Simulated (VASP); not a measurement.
Wanted: the native input for a VASP 6.6.1 run.

```yaml
Task: single point
Functional: PBE
Potentials_or_basis: VASP PAW PBE potentials, release 64 (Na_pv)
Cutoff: 520 eV
k_mesh: 12 × 12 × 6
Occupations: fermi-dirac, width 0.05 eV
Spin: no spin polarisation
Dipole_correction: no
Further_INCAR_settings: ALGO = Normal; EDIFF = 1e-06; NBANDS = 14
```

The structure of Na lies in POSCAR:

```
Na
1.0
    3.4695363703      0.0000000000      0.0000000000
   -1.7347681851      3.0047066360      0.0000000000
    0.0000000000      0.0000000000      5.6908547529
Na
2
Direct
    0.3333333333      0.6666666667      0.2500000000
    0.6666666667      0.3333333333      0.7500000000
```

This isn't the form of Na at room conditions, which is bcc.

One way to write it, as run:

INCAR

```
PREC = Accurate
ENCUT = 520
EDIFF = 1E-6
ISMEAR = -1
SIGMA = 0.05
LREAL = False
LASPH = True
NELM = 80
ALGO = Normal
ISIF = 2
LWAVE = False
LCHARG = False
GGA = PE
NBANDS = 14
```

KPOINTS

```
regular mesh
0
Gamma
  12 12 6
```

Potentials or basis: VASP PAW PBE potentials, release 64 (Na_pv).

The run is started by

```sh
$ cat potpaw_PBE.64/Na_pv/POTCAR > POTCAR
$ mpirun -np 1 vasp_std > vasp.out
```

Results of the run:

* Pressure: 2.6 GPa
* Band gap on the k mesh: zero (bands 7 and 8 overlap by 4.95 eV)

It took 53 s on 1 thread of Intel Xeon 8259CL (shared host), peak memory 0.19 GiB.
